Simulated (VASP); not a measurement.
# TiTe2 (P-3m1) in VASP: settings compared, part 2 of 3

VASP 6.6.1. Earlier steps stand in the parts before.

**3. Single point, BLYP+D3(BJ) (volume scaled by 1.04)**

The input, INCAR:

```
SYSTEM = TiTe2
PREC = Accurate
ENCUT = 520
EDIFF = 1E-7
ISMEAR = 0
SIGMA = 0.05
LREAL = .False.
LASPH = .True.
NELM = 60
ALGO = Normal
ISIF = 2
LWAVE = .False.
LCHARG = .False.
GGA = B5
ALDAX = 1.0
AGGAX = 1.0
AGGAC = 1.0
ALDAC = 0.0
IVDW = 12
VDW_S6 = 1.0
VDW_S8 = 2.6996
VDW_A1 = 0.4298
VDW_A2 = 4.2359
NBANDS = 19
```

The input, KPOINTS:

```
Automatic mesh
0
Gamma
  8 8 4
  0 0 0
```

The input, POSCAR:

```
TiTe2
1.0
    3.7901655194      0.0000000000      0.0000000000
   -1.8950827597      3.2823796243      0.0000000000
    0.0000000000      0.0000000000      6.3889868052
Ti Te
1 2
Direct
    0.0000000000      0.0000000000      0.0000000000
    0.3333333333      0.6666666667      0.2657625676
    0.6666666667      0.3333333333      0.7342374324
```

Potentials or basis: VASP PAW PBE potentials, release 64 (Ti_sv, Te).

Run with:

```bash
$ cat potpaw_PBE.64/Ti_sv/POTCAR potpaw_PBE.64/Te/POTCAR > POTCAR
$ mpirun -np 1 vasp_std > vasp.out
```

OUTCAR:

```text
SYSTEM = TiTe2
   PREC = Accurate
   ENCUT = 520
   EDIFF = 1E-7
   ISMEAR = 0
   LREAL = .False.
   LASPH = .True.
   NELM = 60
   ISIF = 2
   GGA = B5
   IVDW = 12
 IVDW          = 12

 ion  position               nearest neighbor table
   1  0.000  0.000  0.000-   2 2.77   3 2.77   2 2.77   3 2.77   3 2.77   2 2.77
   2  0.333  0.667  0.266-   1 2.77   1 2.77   1 2.77
   3  0.667  0.333  0.734-   1 2.77   1 2.77   1 2.77

  LATTYP: Found a hexagonal cell.
 ALAT       =     3.7901655194
 C/A-ratio  =     1.6856748795

  Lattice vectors:

 A1 = (   3.7901655194,   0.0000000000,   0.0000000000)
 A2 = (  -1.8950827597,   3.2823796243,   0.0000000000)
 A3 = (   0.0000000000,   0.0000000000,   6.3889868052)

Analysis of symmetry for initial positions (statically):
=====================================================================
 Subroutine PRICEL returns:
 Original cell was already a primitive cell.

 Routine SETGRP: Setting up the symmetry group for a
 hexagonal supercell.

 Subroutine GETGRP returns: Found 12 space group operations
 (whereof 12 operations were pure point group operations)
 out of a pool of 24 trial point group operations.

The static configuration has the point symmetry D_3d.

Analysis of symmetry for dynamics (positions and initial velocities):
=====================================================================
 Subroutine PRICEL returns:
 Original cell was already a primitive cell.

 Routine SETGRP: Setting up the symmetry group for a
 hexagonal supercell.

 Subroutine GETGRP returns: Found 12 space group operations
 (whereof 12 operations were pure point group operations)
 out of a pool of 24 trial point group operations.

The dynamic configuration has the point symmetry D_3d.

 Subroutine INISYM returns: Found 12 space group operations
 (whereof 12 operations are pure point group operations),
 and found     1 'primitive' translations

----------------------------------------------------------------------------------------

[... 115 lines left out ...]
  volume/ion in A,a.u.               =      26.49       178.79
  Fermi-wavevector in a.u.,A,eV,Ry     =   1.098295  2.075476 16.412047  1.206251
  Thomas-Fermi vector in A             =   2.234670
   LORBIT       =      0    0 simple, 1 ext, 2 COOP (PROOUT), +10 PAW based schemes
   GGA     = B5    functional components
   LHFCALC =     F    Hartree Fock is set to
   AEXX    =    0.0000 exact exchange contribution
   IVDW    =    12    specifies the selected vdW correction
   LEPSILON=     F    determine dielectric tensor
   LRPA    =     F    only Hartree local field effects (RPA)
 non-spin polarized calculation
 Gauss-broadening in eV      SIGMA  =   0.05
  energy-cutoff  :      520.00
  volume of cell :       79.48
 maximum number of plane-waves:      2168
   NGX = 15   NGY = 15   NGZ = 23

 number of electron      23.9999991 magnetization

 Free energy of the ion-electron system (eV)
  ---------------------------------------------------
  ext. energy  EPLUGINS =         0.00000000
  ---------------------------------------------------
  free energy    TOTEN  =       -13.84703402 eV

  energy without entropy =      -13.84537087  energy(sigma->0) =      -13.84620244

 E-fermi :   7.3765     XC(G=0):  -9.2899

 val. band max:        7.3680725518   @ k =   0.3750  -0.0000   0.5000
 cond. band min:       7.3804193014   @ k =   0.5000  -0.0000   0.2500
 fundamental gap:      0.0123467496
 Fermi energy:         7.3765190372

 k-point     1 :       0.0000    0.0000    0.0000
  band No.  band energies     occupation
      1     -49.9035      2.00000
      2     -26.3217      2.00000
      3     -26.3217      2.00000
      4     -26.2850      2.00000
      5      -5.0317      2.00000
      6      -3.4615      2.00000
[... 505 lines left out ...]
      6      -3.0364      2.00000
[... 11 lines left out ...]
     18      12.8597      0.00000
     19      13.6659      0.00000

 [... further k-points ...]

------------------------ aborting loop because EDIFF is reached ----------------------------------------

 Edisp (eV)   -3.50463

 E8    (eV) :    -2.6515

  FORCE on cell =-STRESS in cart. coord.  units (eV):
  Direction    XX          YY          ZZ          XY          YZ          ZX
  --------------------------------------------------------------------------------------
  -------------------------------------------------------------------------------------
  Total      -0.71323    -0.71323    -0.70394     0.00000    -0.00000     0.00000
  in kB     -14.37676   -14.37676   -14.18958     0.00000    -0.00000     0.00000
  external pressure =      -14.31 kB  Pullay stress =        0.00 kB

 VOLUME and BASIS-vectors are now :
 -----------------------------------------------------------------------------
  energy-cutoff  :      520.00
  volume of cell :       79.48
      direct lattice vectors                 reciprocal lattice vectors
     3.790165519  0.000000000  0.000000000     0.263840720  0.152328511  0.000000000
    -1.895082760  3.282379624  0.000000000     0.000000000  0.304657022  0.000000000
     0.000000000  0.000000000  6.388986805     0.000000000  0.000000000  0.156519340

 POSITION                                       TOTAL-FORCE (eV/Angst)
 -----------------------------------------------------------------------------------
      0.00000      0.00000      0.00000         0.000000      0.000000      0.000000
     -0.00000      2.18825      1.69795         0.000000     -0.000000      0.036477
      1.89508      1.09413      4.69103        -0.000000      0.000000     -0.036477
 -----------------------------------------------------------------------------------
    total drift:                               -0.000000     -0.000000     -0.000000

  FREE ENERGIE OF THE ION-ELECTRON SYSTEM (eV)
  ---------------------------------------------------
  free  energy   TOTEN  =       -17.3516590469 eV

  energy  without entropy=      -17.3499958962  energy(sigma->0) =      -17.35082747
```

stdout:

```text
POSCAR found type information on POSCAR TiTe
 POSCAR found :  2 types and       3 ions
 scaLAPACK will be used
 -----------------------------------------------------------------------------
|                                                                             |
|                                                                             |
|     You enforced a specific xc type in the INCAR file but a different       |
|     I HOPE YOU KNOW WHAT YOU ARE DOING!                                     |
|                                                                             |
 -----------------------------------------------------------------------------

 LDA part: xc-table for (Slater(with rela. corr.)+VWN5), standard interpolation
 POSCAR, INCAR and KPOINTS ok, starting setup
 FFT: planning ... GRIDC
 FFT: planning ... GRID_SOFT
 FFT: planning ... GRID
 WAVECAR not read
 entering main loop
```

Run time: 57 s. Hardware: 1 thread of AMD EPYC 9R45 (Zen 5), shared host; peak memory 0.19 GiB.

What came out:

* Free energy: -17.3517 eV
* Pressure: -1.4 GPa
* Largest force: 0.036 eV/Å
* Band gap on the k mesh: zero (band 12 reaches 7.77 eV, above the bottom of band 13 at 7.17 eV)
* Dispersion energy per atom: -1.168 eV

Forces in eV/Å, atoms in the order of the input:
```
Ti   0.000  0.000  0.000
Te   0.000  0.000  0.036
Te   0.000  0.000 -0.036
```

Levels at points of the mesh, in eV from the Fermi level:
| k point | band 10 | band 11 | band 12 | band 13 | band 14 | band 15 |
| --- | --- | --- | --- | --- | --- | --- |
| (0.00, 0.00, 0.00) | 0.36 | 0.36 | 0.39 | 0.74 | 0.99 | 0.99 |
| (0.50, 0.00, 0.00) | -2.35 | -1.79 | -1.21 | 0.06 | 1.07 | 1.41 |
| (0.00, 0.00, 0.50) | -1.67 | 0.35 | 0.35 | 0.62 | 0.62 | 1.06 |
| (0.50, 0.00, 0.50) | -2.10 | -0.85 | -0.60 | -0.21 | 1.06 | 1.38 |

Caveat: the PAW data sets were made with another functional, which shifts forces and pressure a little; spin-orbit coupling is left out, which moves the levels of the heavy elements.

(Continued in part 3 of 3.)
